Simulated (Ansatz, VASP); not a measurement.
## Two plane-wave programs on Si2C

```
Si C
1.0
     0.00000    3.76449    3.76449
     3.76449    0.00000    3.76449
     3.76449    3.76449    0.00000
Si C
4 2
Cartesian
  2.9413 2.9413 2.9413
  4.5877 4.5877 2.9413
  4.5877 2.9413 4.5877
  2.9413 4.5877 4.5877
  0.0000 0.0000 0.0000
  1.8822 1.8822 1.8822
```

Alike in both runs: functional PBE; k mesh 4 × 4 × 4; occupations gaussian, width 0.1 eV; no spin polarisation.

Ansatz relaxed the structure, and its values are those at the end. VASP's run is a single point on that final structure, the one shown.

```csv
,VASP,Ansatz
version,VASP 6.6.1,Ansatz 0.2.0
potentials or method,"VASP PAW PBE potentials, release 64 (Si, C), cutoff 520 eV","scalar-relativistic, plane waves, PAW"
valence electrons in the cell,24,24
```

|  | VASP | Ansatz | Ansatz less VASP |
| --- | --- | --- | --- |
| gap on the k mesh at the Fermi level (eV) | none | none | - |
| pressure (GPa) | -0.1 | 0.0 | +0.08 |
| rms of the force components (eV/Å) | 0.014 | 0.010 | -0.0047 |

A gap of «none» marks a metal or a gap that the smearing closes.

The k mesh is coarse, so the values compare programs but aren't converged.
